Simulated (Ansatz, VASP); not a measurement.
## One calculation of HfB2, two programs

```
Hf B
1.0
     3.08315    0.00000    0.00000
    -1.54158    2.67009    0.00000
     0.00000    0.00000    3.41700
Hf B
1 2
Direct
  0.00000 0.00000 0.00000
  0.33333 0.66667 0.50000
  0.66667 0.33333 0.50000
```

Alike in both runs: task single point; functional pbe exchange, lyp correlation; k mesh 11 × 11 × 8; occupations fermi-dirac, width 0.2 eV; no spin polarisation.

|  | VASP | Ansatz |
| --- | --- | --- |
| version | VASP 6.6.1 | Ansatz 0.2.0 |
| potentials or method | VASP PAW PBE potentials, release 64 (Hf_pv, B), cutoff 500 eV | plane waves, PAW |
| valence electrons in the cell | 16 | 32 |

|  | VASP | Ansatz | Ansatz less VASP |
| --- | --- | --- | --- |
| pressure (GPa) | 23.4 | 23.6 | +0.18 |
| traceless stress, the component that is largest in VASP (GPa) | 2.07 | 1.69 | -0.376 |

VASP's potentials were made for PBE, not for pbe exchange, lyp correlation. VASP's potentials hold 16 valence electrons a cell and Ansatz's 32, so a difference there can come from the potentials and not from the codes.

Spin-orbit coupling is off throughout.
